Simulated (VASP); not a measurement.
Input of a VASP 6.6.1 run:

Contents of INCAR:

```
SYSTEM = N
PREC = Accurate
ENCUT = 520
EDIFF = 1E-6
ISMEAR = -1
SIGMA = 0.05
LREAL = .FALSE.
LASPH = .TRUE.
NELM = 60
ALGO = Normal
ISIF = 2
LWAVE = .FALSE.
LCHARG = .FALSE.
GGA = PS
NBANDS = 18
```

File KPOINTS:

```
regular mesh
0
G
  4 4 3
  0 0 0
```

Contents of POSCAR:

```
N
1.0
    4.0840619700      0.0000000000      0.0000000000
    0.0000000000      4.0840619700      0.0000000000
    0.0000000000      0.0000000000      5.3459132500
N
4
Direct
    0.4042752000      0.5957248000      0.5000000000
    0.0957248000      0.0957248000      0.0000000000
    0.5957248000      0.4042752000      0.5000000000
    0.9042752000      0.9042752000      0.0000000000
```

Potentials or basis: VASP PAW PBE potentials, release 64 (N).

Run with:

```sh
$ cat potpaw_PBE.64/N/POTCAR > POTCAR
$ mpirun -np 1 vasp_std > vasp.out
```

What does it give for the largest force?

0.863 eV/Å.

Estimate the band gap on the k mesh.

6.84 eV (least direct gap 7.03 eV).

Forces in eV/Å, atoms in the order of the input:
```
N   -0.610  0.610  0.000
N    0.610  0.610  0.000
N    0.610 -0.610  0.000
N   -0.610 -0.610  0.000
```

Caveat: the standard files for N, O and F lose accuracy on very short bonds; the PAW data sets were made with another functional, which shifts forces and pressure a little. A k mesh can miss the band edges.
